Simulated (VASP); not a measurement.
## Si8HC: single point with LDA

System: Si8HC, a slab with vacuum.

```
Si C H
1.0
     3.80169    0.00000    0.00000
     0.00000    6.28869    0.00000
     0.00000    0.00000   20.79590
Si C H
8 1 1
Direct
  0.00000 0.93696 0.19235
  0.00000 0.56304 0.19235
  0.50000 0.43696 0.24512
  0.50000 0.06304 0.24512
  0.50000 0.93303 0.35120
  0.50000 0.56697 0.35120
  0.00000 0.42616 0.39411
  0.00000 0.07384 0.39411
  0.50000 0.75949 0.42141
  0.50000 0.75949 0.47403
```

```json
{
  "Program": "VASP 6.6.1",
  "Task": "single point",
  "Functional": "LDA",
  "Potentials or basis": "VASP PAW LDA potentials, release 64 (Si, C, H)",
  "Cutoff": "520 eV",
  "k mesh": "7 × 4 × 1",
  "Occupations": "gaussian, width 0.05 eV",
  "Spin": "collinear spin",
  "Starting moments": "[0.0, 0.0, 0.0, 0.0, 0.0, 0.0, 0.0, 0.0, 1.0, 0.0] μB"
}
```

```json
{
 "Largest force": "1.146 eV/Å",
 "Net moment": "0.00 μB per cell",
 "Valence electrons inside the program's atomic spheres": "Si 1.66, 1.68, 1.74, 1.72, 1.70 (each value once); C 2.42; H 0.65"
}
```

Forces in eV/Å, atoms in the order of the input:
```
Si   0.000 -0.390  0.518
Si   0.000  0.379  0.523
Si   0.000  0.258 -0.950
Si   0.000 -0.263 -0.888
Si   0.000  1.146 -0.019
Si   0.000 -0.731  0.680
Si   0.000  0.545  0.079
Si   0.000 -0.507  0.036
C    0.000 -0.371 -0.014
H    0.000 -0.067  0.036
```

Levels at points of the mesh, in eV from the Fermi level:
Spin up:
```tsv
k point	band 14	band 15	band 16	band 17	band 18	band 19	band 20	band 21	band 22	band 23
(0.00, 0.00, 0.00)	-1.61	-1.45	-1.38	-0.83	-0.31	-0.08	0.14	0.16	1.37	1.78
(0.00, 0.50, 0.00)	-1.69	-1.42	-1.30	-1.06	-0.46	0.45	0.67	0.94	1.07	1.81
```
Spin down:
| k point | band 14 | band 15 | band 16 | band 17 | band 18 | band 19 | band 20 | band 21 | band 22 | band 23 |
| --- | --- | --- | --- | --- | --- | --- | --- | --- | --- | --- |
| (0.00, 0.00, 0.00) | -1.61 | -1.45 | -1.38 | -0.83 | -0.31 | -0.08 | 0.14 | 0.16 | 1.37 | 1.78 |
| (0.00, 0.50, 0.00) | -1.69 | -1.42 | -1.30 | -1.06 | -0.46 | 0.45 | 0.67 | 0.94 | 1.07 | 1.81 |

Run time: 28 min on 1 thread of Intel Xeon 8259CL (shared host), peak memory 0.59 GiB.
